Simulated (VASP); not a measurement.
Input of a VASP 6.6.1 run:

File INCAR:

```
PREC = Accurate
ENCUT = 520
EDIFF = 1E-6
ISMEAR = 0
SIGMA = 0.05
LREAL = Auto
LASPH = T
NELM = 150
ALGO = Normal
ISIF = 2
LWAVE = F
LCHARG = F
ISPIN = 2
MAGMOM = 0 0 0 0 0 0 0 0 0 0 0 0 0 0 0 0 0
LORBIT = 11
GGA = PE
NBANDS = 52
```

KPOINTS

```
regular mesh
0
Gamma
  1 1 1
```

POSCAR

```
Si16C
1.0
    0.0000000000      5.4300000000      5.4300000000
    5.4300000000      0.0000000000      5.4300000000
    5.4300000000      5.4300000000      0.0000000000
Si C
16 1
Direct
   -0.0032458564     -0.0371581952      0.0051116022
    0.0494309392      0.1477300184      0.1352911602
   -0.0166036832      0.0170066298      0.4994447514
    0.1213470534      0.1193444751      0.6318452118
    0.0146864641      0.5590881215     -0.0696089319
    0.1708580110      0.5923082873      0.0997887661
    0.0138426335      0.4936929098      0.4758319521
    0.1376914365      0.6511702578      0.5680360037
    0.4564717311     -0.0030452118      0.0231288214
    0.6197856354      0.0909504604      0.1374666667
    0.4960161142     -0.0079177716      0.5098159300
    0.6097454880      0.1134001842      0.6494106814
    0.5790436464      0.4520340700      0.0003009208
    0.5926778085      0.6136223757      0.1790168508
    0.4948556169      0.4871895028      0.5414040516
    0.6391954880      0.6190072744      0.6343522099
    0.8339759669      0.4085474217      0.0511087477
```

Potentials or basis: VASP PAW PBE potentials, release 64 (Si, C).

Launch:

```bash
$ cat potpaw_PBE.64/Si/POTCAR potpaw_PBE.64/C/POTCAR > POTCAR
$ mpirun -np 1 vasp_gam > vasp.out
```

Predict the pressure.

6.6 GPa.

Estimate the net moment.

0.00 μB per cell.

Estimate the largest force.

1.273 eV/Å.

Forces on the atoms (eV/Å):
```
Si   0.390 -0.275  0.687
Si   0.320 -0.282 -0.959
Si   0.190  0.111  0.065
Si   0.019 -0.059 -0.424
Si   0.063 -0.603  0.954
Si  -0.771 -0.787 -0.639
Si  -0.040  0.818  0.368
Si  -0.360 -0.193 -0.069
Si  -0.657  0.292  0.108
Si   0.446  0.365  0.181
Si   0.017  0.043  0.162
Si  -0.065 -0.279  0.331
Si  -0.219  0.848  0.461
Si  -0.291 -0.003 -0.968
Si  -0.120  0.050  0.208
Si   0.260 -0.195 -0.163
C    0.818  0.147 -0.300
```

Caveat: the k points lie up to 1.00 Å⁻¹ apart, too coarse for converged energies, forces and pressures.
